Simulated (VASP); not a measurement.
Crystal: Si.

```
Si
1.0
    -1.57203    1.79254    3.10817
     1.57203   -1.79254    3.10817
     1.57203    1.79254   -3.10817
Si
2
Direct
  0.80942 0.30942 0.50000
  0.19058 0.69058 0.50000
```

The cell was generated, and may not be a known phase.

* Program: VASP 6.6.1
* Task: relaxation of cell and atoms
* Functional: PBE
* Potentials or basis: VASP PAW PBE potentials, release 64 (Si)
* Cutoff: 600 eV
* k mesh: 24 × 24 × 24
* Occupations: gaussian, width 0.1 eV
* Spin: no spin polarisation

At the start: pressure 0.0 GPa; volume 17.52 Å³/atom.

How do energy, volume and symmetry change on relaxing?

Over 6 steps the energy falls by 6.3 meV/atom and the volume is 17.60 Å³/atom (+0.5 %); space group Immm (No. 71, to 0.1 Å) before and after.

The path:
```
step  energy change (eV)  largest force (eV/Å)  pressure (GPa)  volume (Å³)
   1              0.0000                0.0242            0.04        35.03
   2             -0.0055                0.0327            0.10        35.06
   3             -0.0120                0.0588            0.23        35.09
   4             -0.0110                0.1681           -0.32        35.31
   5             -0.0126                0.0286            0.02        35.17
   6             -0.0127                0.0043           -0.02        35.20
```

Final structure:
```xyz
2
Lattice="-1.6381 1.7369 3.0928 1.6381 -1.7369 3.0928 1.6381 1.7369 -3.0928" Properties=species:S:1:pos:R:3 pbc="T T T"
Si    0.0000    1.7369    1.9090
Si    1.6381    0.0000    1.1837
```
